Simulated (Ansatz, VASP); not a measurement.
# LiCl: VASP beside Ansatz

Contents of POSCAR:

```
LiCl
1.0
    0.0000000000      2.5560369926      2.5846646069
    2.5560369926      0.0000000000      2.5846646069
    2.5560369926      2.5560369926      0.0000000000
Li Cl
1 1
Direct
    0.0000000000      0.0000000000      0.0000000000
    0.5000000000      0.5000000000      0.5000000000
```

File INCAR.step1:

```
SYSTEM = LiCl
PREC = Accurate ; ENCUT = 520
ISMEAR = 0 ; SIGMA = 0.01
LREAL = .FALSE. ; LASPH = .TRUE.
NELM = 60 ; NBANDS = 12
GGA = PE ; ALGO = Normal
EDIFF = 1E-4 ; LWAVE = .TRUE.
LCHARG = .FALSE.
```

File INCAR.step2:

```
SYSTEM = LiCl
PREC = Accurate ; ENCUT = 520
EDIFF = 1E-7 ; ISMEAR = 0
SIGMA = 0.01 ; LREAL = .FALSE.
LASPH = .TRUE. ; NELM = 60
ALGO = Normal ; ISIF = 2
LWAVE = .FALSE. ; LCHARG = .FALSE.
METAGGA = R2SCAN ; LMIXTAU = .TRUE.
NBANDS = 12 ; ISTART = 1
```

File KPOINTS:

```
Automatic mesh
0
G
  8 8 8
  0 0 0
```

Input for Ansatz:

```yaml
crystal:
  lattice:
    - [0.0, 2.5560369926, 2.5846646069]
    - [2.5560369926, 0.0, 2.5846646069]
    - [2.5560369926, 2.5560369926, 0.0]
  atoms:
    - { symbol: Li, position: [0.0, 0.0, 0.0] }
    - { symbol: Cl, position: [0.5, 0.5, 0.5] }
kpoints:
  mp_grid: { grid: [8, 8, 8] }
  band_path:
    path:
      - [0.0, 0.0, 0.0]
      - [0.5, 0.0, 0.5]
      - [0.625, 0.25, 0.625]
      - [0.375, 0.375, 0.75]
      - [0.5, 0.5, 0.5]
      - [0.5, 0.25, 0.75]
      - [0.075, 0.075, 0.15]
    npoints: 1
hamiltonian:
  xc: r2scan
scf:
  occupations: { method: fixed }
  n_extra_bands: 4
output:
  forces: true
  stress: true
  eigenvalues: true
```

Change from the starting cell: uniaxial_z strain +1.1%.

Alike in both runs: task single point; functional r2SCAN; k mesh 8 × 8 × 8; no spin polarisation.

|  | VASP | Ansatz |
| --- | --- | --- |
| version | VASP 6.6.1 | Ansatz 0.2.0 |
| potentials or method | VASP PAW PBE potentials, release 64 (Li_sv, Cl) | plane waves, PAW |
| plane-wave cutoff (eV) | 520 | 500 |
| occupations | gaussian, width 0.01 eV | fixed |
| valence electrons in the cell | 10 | 10 |

|  | VASP | Ansatz | Ansatz less VASP |
| --- | --- | --- | --- |
| gap on the k mesh at the Fermi level (eV) | 7.27 | 7.20 | -0.067 |

VASP's potentials were made for PBE, not for r2SCAN.

Noted on VASP's run: the cutoff is short for stress, so the pressure is rough.
